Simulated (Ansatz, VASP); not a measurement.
MgO in VASP and in Ansatz

```
CELL_PARAMETERS angstrom
2.98187 0.00000 0.00000
1.49093 2.58237 0.00000
1.49093 0.86079 2.43469
ATOMIC_POSITIONS crystal
Mg 0.00000 0.00000 0.00000
O 0.50000 0.50000 0.50000
```

Alike in both runs: task single point; functional BLYP; k mesh 8 × 8 × 8; no spin polarisation.

|  | VASP | Ansatz |
| --- | --- | --- |
| version | VASP 6.6.1 | Ansatz 0.2.0 |
| potentials or method | VASP PAW PBE potentials, release 64 (Mg, O), cutoff 520 eV | plane waves, PAW |
| occupations | gaussian, width 0.01 eV | fixed |
| valence electrons in the cell | 8 | 16 |

Ansatz gave:

```
pressure (GPa) : 6.3
```

Q: Estimate VASP's values.

A: Pressure (GPa): 5.8.

VASP's potentials were made for PBE, not for BLYP. VASP's potentials hold 8 valence electrons a cell and Ansatz's 16, so a difference there can come from the potentials and not from the codes.
